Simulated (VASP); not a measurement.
# Zn12S11Br (a cell with a defect) (Wurtzite-4H) in VASP: electric field gradients with PBE

Aim: the electric field gradients of Zn12S11Br (a cell with a defect) (Wurtzite-4H) with PBE.

Everything below comes from runs of VASP 6.6.1. Logs are shortened: lines on timing, memory, paths and dates and some standing lists are left out, and cuts for length are marked.

**1. The cell of the first run**

The cell holds a defect, 24 atoms: a = 6.621 Å, b = 6.621 Å, c = 12.520 Å, α = 90.00°, β = 90.00°, γ = 120.00°.

**2. Electric field gradients, PBE**

Contents of INCAR:

```
SYSTEM = Zn12S11Br
  PREC = Accurate
  ENCUT = 520
  EDIFF = 1E-8
  ISMEAR = -1
  SIGMA = 0.01
  LREAL = Auto
  LASPH = .TRUE.
  NELM = 100
  ALGO = Normal
  ISIF = 2
  LWAVE = .FALSE.
  LCHARG = .FALSE.
  GGA = PE
  LEFG = .TRUE.
  NELECT = 216.0
  NBANDS = 126
```

Contents of KPOINTS:

```
regular mesh
0
G
  3 3 2
  0 0 0
```

Contents of POSCAR:

```
Zn12S11Br
1.0
    5.7340500000      3.3105553110      0.0000000000
   -5.7340500000      3.3105553110      0.0000000000
    0.0000000000      0.0000000000     12.5200000000
Zn S Br
12 11 1
Direct
    0.0000000000      0.0000000000      0.0000000000
    0.3333333333      0.6666666667      0.0000000000
    0.6666666667      0.3333333333      0.0000000000
    0.0000000000      0.0000000000      0.5000000000
    0.3333333333      0.6666666667      0.5000000000
    0.6666666667      0.3333333333      0.5000000000
    0.3333333333      0.3333333334      0.2500000000
    0.6666666667      0.0000000000      0.2500000000
    0.0000000000      0.6666666667      0.2500000000
    0.3333333333      1.0000000000      0.7500000000
    0.6666666667      0.6666666666      0.7500000000
    0.0000000000      0.3333333333      0.7500000000
    0.0000000000      0.0000000000      0.1875000000
    0.3333333333      0.6666666667      0.1875000000
    0.6666666667      0.3333333333      0.1875000000
    0.0000000000      0.0000000000      0.6875000000
    0.3333333333      0.6666666667      0.6875000000
    0.6666666667      0.3333333333      0.6875000000
    0.6666666667      0.0000000000      0.4375000000
    0.0000000000      0.6666666667      0.4375000000
    0.3333333333      1.0000000000      0.9375000000
    0.6666666667      0.6666666666      0.9375000000
    0.0000000000      0.3333333333      0.9375000000
    0.3333333333      0.3333333334      0.4375000000
```

Potentials or basis: VASP PAW PBE potentials, release 64 (Zn, S, Br).

Started as:

```bash
$ cat potpaw_PBE.64/Zn/POTCAR potpaw_PBE.64/S/POTCAR potpaw_PBE.64/Br/POTCAR > POTCAR
$ mpirun -np 1 vasp_std > vasp.out
```

OUTCAR:

```text
SYSTEM = Zn12S11Br
   PREC = Accurate
   ENCUT = 520
   EDIFF = 1E-8
   ISMEAR = -1
   LREAL = Auto
   LASPH = .TRUE.
   NELM = 100
   ISIF = 2
   GGA = PE
   NELECT = 216.0

 ion  position               nearest neighbor table
   1  0.000  0.000  0.000-  21 2.34  23 2.34  22 2.34  13 2.35
   2  0.333  0.667  0.000-  21 2.34  23 2.34  22 2.34  14 2.35
   3  0.667  0.333  0.000-  23 2.34  22 2.34  21 2.34  15 2.35
   4  0.000  0.000  0.500-  19 2.34  20 2.34  24 2.34  16 2.35
   5  0.333  0.667  0.500-  20 2.34  24 2.34  19 2.34  17 2.35
   6  0.667  0.333  0.500-  19 2.34  20 2.34  24 2.34  18 2.35
[... 16 lines left out ...]
  23  0.000  0.333  0.938-   1 2.34   3 2.34   2 2.34  12 2.35
  24  0.333  0.333  0.438-   5 2.34   4 2.34   6 2.34   7 2.35

  LATTYP: Found a hexagonal cell.
 ALAT       =     6.6211106221
 C/A-ratio  =     1.8909214352

  Lattice vectors:

 A1 = (   5.7340500000,   3.3105553110,   0.0000000000)
 A2 = (  -5.7340500000,   3.3105553110,   0.0000000000)
 A3 = (   0.0000000000,   0.0000000000,  12.5200000000)

Analysis of symmetry for initial positions (statically):
=====================================================================
 Subroutine PRICEL returns:
 Original cell was already a primitive cell.

 Routine SETGRP: Setting up the symmetry group for a
 hexagonal supercell.

 Subroutine GETGRP returns: Found  6 space group operations
 (whereof  2 operations were pure point group operations)
 out of a pool of 24 trial point group operations.

The static configuration has the point symmetry C_1h.
 The point group associated with its full space group is C_3v.

Analysis of symmetry for dynamics (positions and initial velocities):
=====================================================================
 Subroutine PRICEL returns:
 Original cell was already a primitive cell.

 Routine SETGRP: Setting up the symmetry group for a
 hexagonal supercell.
[... 189 lines left out ...]
      2     -10.8954      2.00000
      3     -10.4629      2.00000
      4     -10.4588      2.00000
      5     -10.2438      2.00000
      6      -9.8709      2.00000
[... 727 lines left out ...]
    119       6.6770      0.00000
    120       6.6770      0.00000
 [bands above 120 left out]

------------------------ aborting loop because EDIFF is reached ----------------------------------------

  FORCE on cell =-STRESS in cart. coord.  units (eV):
  Direction    XX          YY          ZZ          XY          YZ          ZX
  --------------------------------------------------------------------------------------
  -------------------------------------------------------------------------------------
  Total        0.9402397      0.9402397     -0.2161244      0.0000000     -0.0000000      0.0000000
  in kB        3.1692210      3.1692210     -0.7284801      0.0000000     -0.0000000      0.0000000
  external PRESSURE =       1.8699873 kB  Pullay stress =       0.0000000 kB

 VOLUME and BASIS-vectors are now :
 -----------------------------------------------------------------------------
  energy-cutoff  :      520.00
  volume of cell :      475.33
      direct lattice vectors                 reciprocal lattice vectors
     5.734050000  3.310555311  0.000000000     0.087198403  0.151032064  0.000000000
    -5.734050000  3.310555311  0.000000000    -0.087198403  0.151032064  0.000000000
     0.000000000  0.000000000 12.520000000     0.000000000  0.000000000  0.079872204

 POSITION                                       TOTAL-FORCE (eV/Angst)
 -----------------------------------------------------------------------------------
      0.00000      0.00000      0.00000         0.000000      0.016231     -0.214986
     -1.91135      3.31056      0.00000         0.014057     -0.008116     -0.214986
      1.91135      3.31056      0.00000        -0.014057     -0.008116     -0.214986
      0.00000      0.00000      6.26000         0.000000     -1.811952      1.052975
     -1.91135      3.31056      6.26000        -1.569197      0.905976      1.052975
      1.91135      3.31056      6.26000         1.569197      0.905976      1.052975
[... 16 lines left out ...]
     -1.91135      1.10352     11.73750        -0.020219     -0.011673      0.014056
     -0.00000      2.20704      5.47750         0.000000      0.000000     -0.016609
 -----------------------------------------------------------------------------------
    total drift:                               -0.000004     -0.000007      0.000892

  FREE ENERGIE OF THE ION-ELECTRON SYSTEM (eV)
  ---------------------------------------------------
  free  energy   TOTEN  =       -81.3183622833 eV

  energy  without entropy=      -81.3183622833  energy(sigma->0) =      -81.31836228

 Electric field gradients (V/A^2)
---------------------------------------------------------------------
 ion       V_xx      V_yy      V_zz      V_xy      V_xz      V_yz
---------------------------------------------------------------------
   1      -5.201    -4.673     9.874    -0.000     0.000    -0.512
   2      -4.799    -5.068     9.867    -0.236    -0.443     0.256
   3      -4.799    -5.068     9.867     0.236     0.443     0.256
   4     -11.810    28.869   -17.059     0.000     0.000   -14.904
   5      18.705    -1.639   -17.066   -17.622   -12.907     7.452
   6      18.705    -1.639   -17.066    17.622    12.907     7.452
[... 16 lines left out ...]
  23      -4.757    -5.308    10.065     0.478    -0.202    -0.117
  24       9.064     9.064   -18.128    -0.000     0.000     0.000
---------------------------------------------------------------------

 Electric field gradients after diagonalization (V/A^2)
 (convention: |V_zz| > |V_xx| > |V_yy|)
----------------------------------------------------------------------
 ion       V_xx      V_yy      V_zz     asymmetry (V_yy - V_xx)/ V_zz
----------------------------------------------------------------------
   1      -5.201    -4.691     9.892       0.052
   2      -5.205    -4.680     9.885       0.053
   3      -5.205    -4.680     9.885       0.053
   4     -21.471   -11.810    33.281       0.290
   5     -21.477   -11.814    33.291       0.290
   6     -21.477   -11.814    33.291       0.290
[... 16 lines left out ...]
  23      -5.584    -4.484    10.068       0.109
  24       9.064     9.064   -18.128       0.000
----------------------------------------------------------------------

           NMR quadrupolar parameters

 Cq : quadrupolar parameter    Cq=e*Q*V_zz/h
 eta: asymmetry parameters     (V_yy - V_xx)/ V_zz
 Q  : nuclear electric quadrupole moment in mb (millibarn)
----------------------------------------------------------------------
 ion       Cq(MHz)       eta       Q (mb)
----------------------------------------------------------------------
   1       0.024       0.052       1.000
   2       0.024       0.053       1.000
   3       0.024       0.053       1.000
   4       0.080       0.290       1.000
   5       0.080       0.290       1.000
   6       0.080       0.290       1.000
[... 16 lines left out ...]
  23       0.024       0.109       1.000
  24      -0.044       0.000       1.000
----------------------------------------------------------------------
```

stdout:

```text
POSCAR found type information on POSCAR ZnS Br
 POSCAR found :  3 types and      24 ions
 scaLAPACK will be used
 LDA part: xc-table for (Slater+PW92), standard interpolation
 POSCAR, INCAR and KPOINTS ok, starting setup
 FFT: planning ... GRIDC
 FFT: planning ... GRID_SOFT
 FFT: planning ... GRID
 WAVECAR not read
 entering main loop
 the old and the new charge density differ
 old charge density:   217.00000 new  215.99999
    0.239E+01
ion   1

ion   2
     0.0000468     0.0306724     0.0137375     0.1290231    -0.0237941    -0.0177087
     0.0000645     0.0306724     0.0137375     0.1290231    -0.0237941    -0.0177087
     0.0000888     0.0306724     0.0137375     0.1290231    -0.0237941    -0.0177087
     0.0001223     0.0306724     0.0137375     0.1290231    -0.0237941    -0.0177087

     0.0000468     0.2142677    -0.2273952    -7.8002881     0.3938601    -0.1237075
     0.0000645     0.2142696    -0.2273902    -7.8001597     0.3938514    -0.1237086
     0.0000888     0.2142728    -0.2273818    -7.7999485     0.3938369    -0.1237104
     0.0001223     0.2142780    -0.2273679    -7.7996029     0.3938128    -0.1237134
[... 118 lines left out ...]
ion  21
     0.0000369     0.0302343     0.0074304    -0.5422783    -0.0128698    -0.0174558
     0.0000508     0.0302343     0.0074304    -0.5422782    -0.0128698    -0.0174558
     0.0000700     0.0302343     0.0074304    -0.5422782    -0.0128698    -0.0174558
     0.0000964     0.0302343     0.0074304    -0.5422782    -0.0128698    -0.0174558

     0.0000369     0.4432319     0.1077066    -8.1222995    -0.1865532    -0.2559000
     0.0000508     0.4432311     0.1077064    -8.1222855    -0.1865529    -0.2558996
     0.0000700     0.4432298     0.1077061    -
```

Run time: 7.3 min. Hardware: 1 thread of Intel Xeon 6975P-C (Granite Rapids), shared host; peak memory 0.65 GiB.

Results:

- Free energy: -81.3184 eV
- Largest force: 2.249 eV/Å

Forces on the atoms (eV/Å):
```
Zn   0.000  0.016 -0.215
Zn   0.014 -0.008 -0.215
Zn  -0.014 -0.008 -0.215
Zn   0.000 -1.812  1.053
Zn  -1.569  0.906  1.053
Zn   1.569  0.906  1.053
Zn   0.000  0.000 -2.249
Zn   0.000  0.000 -0.305
Zn   0.000  0.000 -0.305
Zn  -0.023  0.013  0.195
Zn   0.000 -0.026  0.195
Zn   0.023  0.013  0.195
S    0.000  0.098  0.349
S    0.084 -0.049  0.349
S   -0.084 -0.049  0.349
S    0.000  0.147 -0.399
S    0.127 -0.073 -0.399
S   -0.127 -0.073 -0.399
S    0.000  0.000 -0.058
S    0.000  0.000 -0.058
S    0.020 -0.012  0.014
S    0.000  0.023  0.014
S   -0.020 -0.012  0.014
Br   0.000  0.000 -0.017
```

Electric field gradients, principal values (V/Å²):
```
 atom    least   middle  greatest (by size)
 1 Zn   -4.691   -5.201               9.892
 2 Zn   -4.680   -5.205               9.885
 3 Zn   -4.680   -5.205               9.885
 4 Zn  -11.810  -21.471              33.281
 5 Zn  -11.814  -21.477              33.291
 6 Zn  -11.814  -21.477              33.291
 7 Zn  -20.107  -20.111              40.218
 8 Zn   -3.850   -3.857               7.707
 9 Zn   -3.850   -3.857               7.707
10 Zn    1.062    3.511              -4.573
11 Zn    1.061    3.515              -4.577
12 Zn    1.062    3.511              -4.573
 13 S   -5.075   -8.008              13.083
 14 S   -5.074   -8.009              13.083
 15 S   -5.074   -8.009              13.083
 16 S  -11.268  -11.355              22.624
 17 S  -11.270  -11.354              22.625
 18 S  -11.270  -11.354              22.625
 19 S   12.276   12.277             -24.554
 20 S   12.276   12.277             -24.554
 21 S   -4.484   -5.584              10.068
 22 S   -4.484   -5.584              10.069
 23 S   -4.484   -5.584              10.068
24 Br    9.064    9.064             -18.128
```

Caveat: the cell carries a net charge on a neutralising background, which shifts energy and pressure; the cell is charged against a uniform background, so pressure and absolute levels hang on convention; without QUAD_EFG the Cq values of the log hold for a quadrupole moment of 1 mb, not for the nuclei.
